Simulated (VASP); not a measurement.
# MgO (Fm-3m) in VASP: single point with PBEsol

Aim: the single point of MgO with PBEsol.

All numbers are computed with VASP 6.6.1; they aren't measurements. Logs are shortened: lines on timing, memory, paths and dates and some standing lists are left out, and cuts for length are marked.

**1. The cell of the first run**

Symmetry: Fm-3m, No. 225, cubic system. Conventional cell: a = 4.204 Å, b = 4.204 Å, c = 4.204 Å, α = 90.00°, β = 90.00°, γ = 90.00°. Within 2.8 Å of Mg (site symmetry m-3m) lie 6 O at 2.10 Å. Within 2.8 Å of O (site symmetry m-3m) lie 6 Mg at 2.10 Å.

**2. Single point, PBEsol**

File INCAR:

```
SYSTEM = MgO
  PREC = Accurate
  ENCUT = 840
  EDIFF = 1E-6
  ISMEAR = -1
  SIGMA = 0.5
  LREAL = .FALSE.
  LASPH = .TRUE.
  NELM = 120
  ALGO = Normal
  ISIF = 2
  LWAVE = .FALSE.
  LCHARG = .TRUE.
  GGA = PS
  LELF = .TRUE.
  LVHAR = .TRUE.
  NBANDS = 15
  GGA_COMPAT = .FALSE.
```

File KPOINTS:

```
Automatic mesh
0
G
  8 8 8
  0 0 0
```

File POSCAR:

```
MgO
1.0
    0.0000000000      2.1021680256      2.1021680256
    2.1021680256      0.0000000000      2.1021680256
    2.1021680256      2.1021680256      0.0000000000
Mg O
1 1
Direct
    0.0000000000      0.0000000000      0.0000000000
    0.5000000000      0.5000000000      0.5000000000
```

Potentials or basis: VASP PAW PBE potentials, release 64 (Mg_sv, O).

Started as:

```
cat potpaw_PBE.64/Mg_sv/POTCAR potpaw_PBE.64/O/POTCAR > POTCAR
mpirun -np 1 vasp_std > vasp.out
```

OUTCAR:

```text
SYSTEM = MgO
   PREC = Accurate
   ENCUT = 840
   EDIFF = 1E-6
   ISMEAR = -1
   LREAL = .FALSE.
   LASPH = .TRUE.
   NELM = 120
   ISIF = 2
   GGA = PS

 ion  position               nearest neighbor table
   1  0.000  0.000  0.000-   2 2.10   2 2.10   2 2.10   2 2.10   2 2.10   2 2.10
   2  0.500  0.500  0.500-   1 2.10   1 2.10   1 2.10   1 2.10   1 2.10   1 2.10

  LATTYP: Found a face centered cubic cell.
 ALAT       =     4.2043360512

  Lattice vectors:

 A1 = (   0.0000000000,   2.1021680256,   2.1021680256)
 A2 = (   2.1021680256,   0.0000000000,   2.1021680256)
 A3 = (   2.1021680256,   2.1021680256,   0.0000000000)

Analysis of symmetry for initial positions (statically):
=====================================================================
 Subroutine PRICEL returns:
 Original cell was already a primitive cell.

 Routine SETGRP: Setting up the symmetry group for a
 face centered cubic supercell.

 Subroutine GETGRP returns: Found 48 space group operations
 (whereof 48 operations were pure point group operations)
 out of a pool of 48 trial point group operations.

The static configuration has the point symmetry O_h .

Analysis of symmetry for dynamics (positions and initial velocities):
=====================================================================
 Subroutine PRICEL returns:
 Original cell was already a primitive cell.

 Routine SETGRP: Setting up the symmetry group for a
 face centered cubic supercell.

 Subroutine GETGRP returns: Found 48 space group operations
 (whereof 48 operations were pure point group operations)
 out of a pool of 48 trial point group operations.

The dynamic configuration has the point symmetry O_h .

 Subroutine INISYM returns: Found 48 space group operations
 (whereof 48 operations are pure point group operations),
 and found     1 'primitive' translations

----------------------------------------------------------------------------------------

                                     Primitive cell

  volume of cell :      18.5794

  direct lattice vectors                    reciprocal lattice vectors
     0.000000000  2.102168026  2.102168026    -0.237849684  0.237849684  0.237849684
     2.102168026  0.000000000  2.102168026     0.237849684 -0.237849684  0.237849684
     2.102168026  2.102168026  0.000000000     0.237849684  0.237849684 -0.237849684

  length of vectors
     2.972914532  2.972914532  2.972914532     0.411967737  0.411967737  0.411967737

  position of ions in fractional coordinates (direct lattice)
     0.000000000  0.000000000  0.000000000
     0.500000000  0.500000000  0.500000000

  ion indices of the primitive-cell ions
   primitive index   ion index
                 1           1
                 2           2

----------------------------------------------------------------------------------------

 KPOINTS: Automatic mesh

Automatic generation of k-mesh.
 Grid dimensions read from file:
 generate k-points for:    8    8    8

 Generating k-lattice:

  Cartesian coordinates                     Fractional coordinates (reciprocal lattice)
    -0.029731210  0.029731210  0.029731210     0.125000000  0.000000000  0.000000000
     0.029731210 -0.029731210  0.029731210     0.000000000  0.125000000  0.000000000
     0.029731210  0.029731210 -0.029731210     0.000000000  0.000000000  0.125000000

  Length of vectors
     0.051495967  0.051495967  0.051495967

  Shift w.r.t. Gamma in fractional coordinates (k-lattice)
     0.000000000  0.000000000  0.000000000

 Subroutine IBZKPT returns following result:
 ===========================================

 Found     29 irreducible k-points:

 Following reciprocal coordinates:
            Coordinates               Weight
  0.000000  0.000000  0.000000      1.000000
  0.125000  0.000000  0.000000      8.000000
  0.250000  0.000000  0.000000      8.000000
  0.375000  0.000000  0.000000      8.000000
  0.500000  0.000000  0.000000      4.000000
  0.125000  0.125000  0.000000      6.000000
[... 16 lines left out ...]
  0.500000  0.250000  0.125000     48.000000
 -0.375000  0.250000  0.125000     24.000000
 [... further k-points ...]
   k-points           NKPTS =     29   k-points in BZ     NKDIM =     29   number of bands    NBANDS=     15
   number of dos      NEDOS =    301   number of ions     NIONS =      2
   total plane-waves  NPLWV =  21952
   dimension x,y,z NGX =    28 NGY =   28 NGZ =   28
   dimension x,y,z NGXF=    56 NGYF=   56 NGZF=   56
   ions per type =               1   1
   NGX,Y,Z   is equivalent  to a cutoff of  15.66, 15.66, 15.66 a.u.
   NGXF,Y,Z  is equivalent  to a cutoff of  31.32, 31.32, 31.32 a.u.
 SYSTEM =  MgO
   PREC   = accura    normal or accurate (medium, high low for compatibility)
   ISTART =      0    job   : 0-new  1-cont  2-samecut
   ICHARG =      2    charge: 1-file 2-atom 10-const
   ISPIN  =      1    spin polarized calculation?
   LNONCOLLINEAR =      F non collinear calculations
   LSORBIT =      F    spin-orbit coupling
   LASPH  =      T    aspherical Exc in radial PAW
   ENCUT  =  840.0 eV  61.74 Ry    7.86 a.u.   7.03  7.03  7.03*2*pi/ulx,y,z
   NELM   =    120;   NELMIN=  2; NELMDL= -5     # of ELM steps
   EDIFF  = 0.1E-05   stopping-criterion for ELM
   LREAL  =      F    real-space projection
   EDIFFG = 0.1E-04   stopping-criterion for IOM
   NSW    =      0    number of steps for IOM
   IBRION =     -1    ionic relax: 0-MD 1-quasi-New 2-CG
   NFREE  =      0    steps in history (QN), initial steepest desc. (CG)
   ISIF   =      2    stress and relaxation
   ISYM   =      2    0-nonsym 1-usesym 2-fastsym
   POTIM  = 0.5000    time-step for ionic-motion
   TEBEG  =    0.0;   TEEND  =   0.0 temperature during run
   PSTRESS=    0.0 pullay stress
   NELECT =      16.0000    total number of electrons
   NUPDOWN=      -1.0000    fix difference up-down
   EMIN   =  10.00;   EMAX   =-10.00  energy-range for DOS
   EFERMI =   0.00;   METHOD = LEGACY
   ISMEAR =    -1;   SIGMA  =   0.50  broadening in eV -4-tet -1-fermi 0-gaus
   EFERMI_NEDOS =   21; number of points for ismear=-14 and -15
   IALGO  =     38    algorithm
   IMIX   =      4    mixing-type and parameters
     AMIX     =   0.40;   BMIX     =  1.00
     AMIX_MAG =   1.60;   BMIX_MAG =  1.00
  volume/ion in A,a.u.               =       9.29        62.69
  Fermi-wavevector in a.u.,A,eV,Ry     =   1.557534  2.943312 33.006518  2.425911
  Thomas-Fermi vector in A             =   2.661170
   LORBIT       =      0    0 simple, 1 ext, 2 COOP (PROOUT), +10 PAW based schemes
   GGA     = PS    functional components
   LHFCALC =     F    Hartree Fock is set to
   AEXX    =    0.0000 exact exchange contribution
   IVDW    =     0    specifies the selected vdW correction
   LEPSILON=     F    determine dielectric tensor
   LRPA    =     F    only Hartree local field effects (RPA)
 non-spin polarized calculation
  energy-cutoff  :      840.00
  volume of cell :       18.58
 maximum number of plane-waves:      1036
   NGX = 13   NGY = 13   NGZ = 13

 number of electron      15.9999994 magnetization

 Free energy of the ion-electron system (eV)
  ---------------------------------------------------
  ext. energy  EPLUGINS =         0.00000000
  ---------------------------------------------------
  free energy    TOTEN  =       -12.48185907 eV

  energy without entropy =      -12.47564251  energy(sigma->0) =      -12.47875079

 E-fermi :   6.1584     XC(G=0): -11.6366

 val. band max:        2.8343107706   @ k =   0.0000   0.0000   0.0000
 cond. band min:       7.5250917046   @ k =   0.0000   0.0000   0.0000
 fundamental gap:      4.6907809340
 Fermi energy:         6.1583883658

 k-point     1 :       0.0000    0.0000    0.0000
  band No.  band energies     occupation
      1     -68.9895      2.00000
      2     -35.9099      2.00000
      3     -35.9099      2.00000
      4     -35.9099      2.00000
      5     -14.3850      2.00000
      6       2.8343      1.99741
      7       2.8343      1.99741
      8       2.8343      1.99741
      9       7.5251      0.12206
     10      18.4995      0.00000
     11      18.4995      0.00000
     12      18.4995      0.00000
     13      22.3633      0.00000
     14      24.2399      0.00000
     15      24.2399      0.00000

 k-point     2 :       0.1250    0.0000    0.0000
  band No.  band energies     occupation
      1     -68.9884      2.00000
      2     -35.9237      2.00000
      3     -35.9114      2.00000
      4     -35.9114      2.00000
      5     -14.2123      2.00000
      6       1.8631      1.99963
      7       2.7282      1.99791
      8       2.7282      1.99791
      9       8.4444      0.02046
     10      16.8076      0.00000
     11      18.8641      0.00000
     12      18.8641      0.00000
     13      23.2921      0.00000
     14      23.2921      0.00000
     15      24.5832      0.00000

 k-point     3 :       0.2500    0.0000    0.0000
  band No.  band energies     occupation
      1     -68.9853      2.00000
      2     -35.9563      2.00000
      3     -35.9147      2.00000
      4     -35.9147      2.00000
      5     -13.7636      2.00000
      6       0.1307      1.99999
      7       2.4840      1.99871
      8       2.4840      1.99871
      9       9.8749      0.00118
     10      15.2855      0.00000
     11      19.3834      0.00000
     12      19.3834      0.00000
     13      22.8910      0.00000
     14      22.8910      0.00000
     15      24.8171      0.00000
[... 343 lines left out ...]
 k-point    23 :       0.5000    0.2500    0.1250
  band No.  band energies     occupation
      1     -68.9803      2.00000
      2     -35.9797      2.00000
      3     -35.9395      2.00000
      4     -35.9242      2.00000
      5     -13.0589      2.00000
      6      -0.9352      2.00000
      7       1.0741      1.99992
      8       1.9475      1.99956
      9      12.2552      0.00001
     10      14.3836      0.00000
     11      16.7148      0.00000
     12      19.9195      0.00000
     13      22.4276      0.00000
     14      25.1604      0.00000
     15      28.8249      0.00000

 k-point    24 :      -0.3750    0.2500    0.1250
  band No.  band energies     occupation
      1     -68.9792      2.00000
      2     -35.9870      2.00000
      3     -35.9418      2.00000
      4     -35.9270      2.00000
      5     -12.8846      2.00000
      6      -1.2350      2.00000
      7       0.8626      1.99995
      8       1.8264      1.99965
      9      12.4045      0.00001
     10      14.9668      0.00000
     11      16.2831      0.00000
     12      19.6748      0.00000
     13      23.2752      0.00000
     14      24.8351      0.00000
     15      28.9530      0.00000

 [... further k-points ...]

------------------------ aborting loop because EDIFF is reached ----------------------------------------

  FORCE on cell =-STRESS in cart. coord.  units (eV):
  Direction    XX          YY          ZZ          XY          YZ          ZX
  --------------------------------------------------------------------------------------
  -------------------------------------------------------------------------------------
  Total        0.1612989      0.1612989      0.1612989      0.0000000      0.0000000      0.0000000
  in kB       13.9094423     13.9094423     13.9094423      0.0000000      0.0000000      0.0000000
  external PRESSURE =      13.9094423 kB  Pullay stress =       0.0000000 kB

 VOLUME and BASIS-vectors are now :
 -----------------------------------------------------------------------------
  energy-cutoff  :      840.00
  volume of cell :       18.58
      direct lattice vectors                 reciprocal lattice vectors
     0.000000000  2.102168026  2.102168026    -0.237849684  0.237849684  0.237849684
     2.102168026  0.000000000  2.102168026     0.237849684 -0.237849684  0.237849684
     2.102168026  2.102168026  0.000000000     0.237849684  0.237849684 -0.237849684

 POSITION                                       TOTAL-FORCE (eV/Angst)
 -----------------------------------------------------------------------------------
      0.00000      0.00000      0.00000        -0.000000      0.000000      0.000000
      2.10217      2.10217      2.10217         0.000000     -0.000000     -0.000000
 -----------------------------------------------------------------------------------
    total drift:                                0.000000      0.000000      0.000000

  FREE ENERGIE OF THE ION-ELECTRON SYSTEM (eV)
  ---------------------------------------------------
  free  energy   TOTEN  =       -12.4818590750 eV

  energy  without entropy=      -12.4756425105  energy(sigma->0) =      -12.47875079
```

It took 17 s on 1 thread of Intel Xeon Platinum 8375C at 2.90GHz (Ice Lake), shared host; peak memory 0.16 GiB.

Results:

* Free energy: -12.4819 eV
* Pressure: 1.4 GPa
* Band gap on the k mesh: 4.69 eV

Caveat: so wide a smearing shifts energies and pressures; the PAW data sets were made with another functional, which shifts forces and pressure a little.
